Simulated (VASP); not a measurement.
Crystal: MnO.

```
Mn O
1.0
     0.00000    2.22200    2.22200
     2.22200    0.00000    2.22200
     2.22200    2.22200    0.00000
Mn O
1 1
Direct
  0.00000 0.00000 0.00000
  0.50000 0.50000 0.50000
```

Base run:

```yaml
Program: VASP 6.6.1
Functional: PBE
Potentials_or_basis: VASP PAW PBE potentials, release 64 (Mn_pv, O)
Cutoff: 520 eV
k_mesh: 12 × 12 × 12
Occupations: gaussian, width 0.05 eV
Spin: collinear spin, ferromagnetic start
Starting_moments: "[0.5, 0.0] μB"
Hubbard_terms: Mn d U = 3.9 eV
```

Its results: pressure 7.9 GPa.

Q: After a change of settings the same cell gave: pressure -26.7 GPa. Which change was it?
A. moments at the start from [0.5, 0.0] to [5.0, 0.0]
B. spin from collinear spin, ferromagnetic start to no spin polarisation; further incar settings from ALGO = Normal; EDIFF = 1e-07; NBANDS = 20 to ALGO = Normal; EDIFF = 1e-06; NBANDS = 16
C. potentials or basis from VASP PAW PBE potentials, release 64 (Mn_pv, O) to VASP PAW PBE potentials, release 64 (Mn_sv, O); cutoff from 520 eV to 600 eV; further incar settings from ALGO = Normal; EDIFF = 1e-07; NBANDS = 20 to ALGO = Normal; EDIFF = 1e-06; NBANDS = 22; valence electrons from 19 to 21
D. k mesh from 12 × 12 × 12 to 5 × 5 × 5; further incar settings from ALGO = Normal; EDIFF = 1e-07; NBANDS = 20 to ALGO = Normal; EDIFF = 1e-06; NBANDS = 20

A: B.

Caveats: a cell with one magnetic atom can't hold antiferromagnetic order, which such compounds often take (some runs); an odd number of electrons without spin polarisation forces a metal (some runs); a magnetic or distorted state may lie lower (some runs); U without spin polarisation on a metal has little footing (some runs).
